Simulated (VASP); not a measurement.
Runs of VASP 6.6.1 on TiAl. The structure is that of space group P-6m2 (No. 187), or close to it. The cells are those of the table. 

```tsv
task	level	cell	k mesh	cutoff (eV)	smearing	gap on the mesh (eV)	pressure (GPa)
single point	PBE	a = 2.848, b = 2.848, c = 4.647 Å, angles 90.0, 90.0, 120.0°, 2 atoms	11 × 11 × 6	520	fermi-dirac 0.05 eV	none	(a)
relaxation of cell and atoms	PBEsol+D3(BJ)	relaxed from a = 2.867, b = 2.867, c = 4.678 Å, angles 90.0, 90.0, 120.0°, 2 atoms	11 × 11 × 6	600	fermi-dirac 0.05 eV	none	0.0
single point	PBEsol	a = 2.848, b = 2.848, c = 4.647 Å, angles 90.0, 90.0, 120.0°, 2 atoms	11 × 11 × 6	520	fermi-dirac 0.05 eV	none	-0.7
single point	PBE	a = 2.923, b = 2.923, c = 4.770 Å, angles 90.0, 90.0, 120.0°, 2 atoms	11 × 11 × 6	520	fermi-dirac 0.05 eV	none	(b)
relaxation of cell and atoms	PBEsol	relaxed to 30 GPa from a = 2.867, b = 2.867, c = 4.678 Å, angles 90.0, 90.0, 120.0°, 2 atoms	11 × 11 × 6	600	fermi-dirac 0.05 eV	none	30.1
single point	PBEsol+D3(BJ)	a = 2.867, b = 2.867, c = 4.678 Å, angles 90.0, 90.0, 120.0°, 2 atoms	11 × 11 × 6	520	fermi-dirac 0.05 eV	none	-7.3
single point	PBEsol	a = 2.651, b = 2.651, c = 4.399 Å, angles 90.0, 90.0, 120.0°, 2 atoms	11 × 11 × 6	520	fermi-dirac 0.05 eV	none	(c)
single point	PBEsol	a = 2.867, b = 2.867, c = 4.678 Å, angles 90.0, 90.0, 120.0°, 2 atoms	9 × 9 × 5	520	methfessel-paxton 0.01 eV	none	-3.2
single point	r2SCAN	a = 2.829, b = 2.829, c = 4.615 Å, angles 90.0, 90.0, 120.0°, 2 atoms	11 × 11 × 6	520	fermi-dirac 0.05 eV	none	3.9
single point	PBE	a = 2.886, b = 2.886, c = 4.709 Å, angles 90.0, 90.0, 120.0°, 2 atoms	11 × 11 × 6	520	fermi-dirac 0.05 eV	none	-1.8
single point	PBEsol	a = 2.851, b = 2.851, c = 4.613 Å, angles 90.0, 90.0, 120.0°, 2 atoms	11 × 11 × 6	520	fermi-dirac 0.05 eV	none	0.0
single point	PBEsol+D3(BJ)	a = 2.804, b = 2.804, c = 4.568 Å, angles 90.0, 90.0, 120.0°, 2 atoms	11 × 11 × 6	520	fermi-dirac 0.05 eV	none	0.0
```

Alike in all rows: potentials or basis VASP PAW PBE potentials, release 64 (Ti_sv, Al); no spin polarisation.

**Question.** Estimate the missing entries.

**Answer.** (a) 2.4; (b) -5.3; (c) 29.8.

Caveats: the PAW data sets were made with another functional, which shifts forces and pressure a little (some runs); pairwise dispersion overbinds metals, which lowers pressure and volume (some runs); the cell is relaxed towards a set pressure, so the enthalpy falls and the energy may rise (some runs); three body term missing (some runs).

A gap of «none» marks levels without a gap at the run's occupations.
